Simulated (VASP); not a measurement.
Write the native input for VASP 6.6.1 that does the following.

```
Task                   : single point
Functional             : PBEsol
Potentials or basis    : VASP PAW PBE potentials, release 64 (Hf_pv, O)
Cutoff                 : 520 eV
k mesh                 : 6 × 6 × 6
Occupations            : gaussian, width 0.01 eV
Spin                   : no spin polarisation
Dipole correction      : no
Further INCAR settings : ALGO = Normal; EDIFF = 1e-06; NBANDS = 18
```

The structure of HfO2 lies in POSCAR:

```
HfO2
1.0
    0.0000000000      2.6076597933      2.6076597933
    2.6076597933      0.0000000000      2.6076597933
    2.6076597933      2.6076597933      0.0000000000
Hf O
1 2
Direct
    0.0000000000      0.0000000000      0.0000000000
    0.2500000000      0.2500000000      0.2500000000
    0.7500000000      0.7500000000      0.7500000000
```

These files were run (other wordings do the same):

INCAR

```
SYSTEM = HfO2
PREC = Accurate
ENCUT = 520
EDIFF = 1E-6
ISMEAR = 0
SIGMA = 0.01
LREAL = .False.
LASPH = .True.
NELM = 60
ALGO = Normal
ISIF = 2
LWAVE = .False.
LCHARG = .False.
GGA = PS
NBANDS = 18
```

KPOINTS

```
Automatic mesh
0
Gamma
  6 6 6
  0 0 0
```

Potentials or basis: VASP PAW PBE potentials, release 64 (Hf_pv, O).

Launch:

```sh
$ cat potpaw_PBE.64/Hf_pv/POTCAR potpaw_PBE.64/O/POTCAR > POTCAR
$ mpirun -np 1 vasp_std > vasp.out
```

It gave:

- Pressure: -24.4 GPa
- Band gap on the k mesh: 3.45 eV, direct

Caveat: the PAW data sets were made with another functional, which shifts forces and pressure a little; spin-orbit coupling is left out, which moves the levels of the heavy elements.

Wall time 34 s on 1 thread of Intel Xeon 8259CL, on a shared host, peak memory 0.16 GiB.
